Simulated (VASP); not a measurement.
Ni: single point with PBE

The system is Ni.

```
Ni
1.0
     0.00000    1.75969    1.75969
     1.75969    0.00000    1.75969
     1.75969    1.75969    0.00000
Ni
1
Direct
  0.00000 0.00000 0.00000
```

```yaml
Program: VASP 6.6.1
Task: single point
Functional: PBE
Potentials_or_basis: VASP PAW PBE potentials, release 64 (Ni)
Cutoff: 520 eV
k_mesh: 15 × 15 × 15
Occupations: fermi-dirac, width 0.03 eV
Spin: collinear spin, ferromagnetic start
Starting_moments: "[0.672] μB"
```

The pressure is -0.2 GPa and the net moment is 0.64 μB per cell. The site moments are Ni +0.66 μB and the valence electrons inside the program's atomic spheres are Ni 9.31.

Levels at points of the mesh, in eV from the Fermi level:
Spin up:
```csv
k point,band 1,band 2,band 3,band 4,band 5,band 6,band 7,band 8,band 9,band 10
"(0.00, 0.00, 0.00)",-9.00,-2.45,-2.45,-2.45,-1.27,-1.27,23.71,27.56,27.56,27.56
```
Spin down:
| k point | band 3 | band 4 | band 5 | band 6 | band 7 | band 8 |
| --- | --- | --- | --- | --- | --- | --- |
| (0.00, 0.00, 0.00) | -1.67 | -1.67 | -0.67 | -0.67 | 23.54 | 27.54 |

Run time: 44 s on 1 thread of Intel(R) Xeon(R) Platinum 8259CL CPU @ 2.50GHz (Skylake/Cascade Lake) (shared host), peak memory 0.15 GiB.
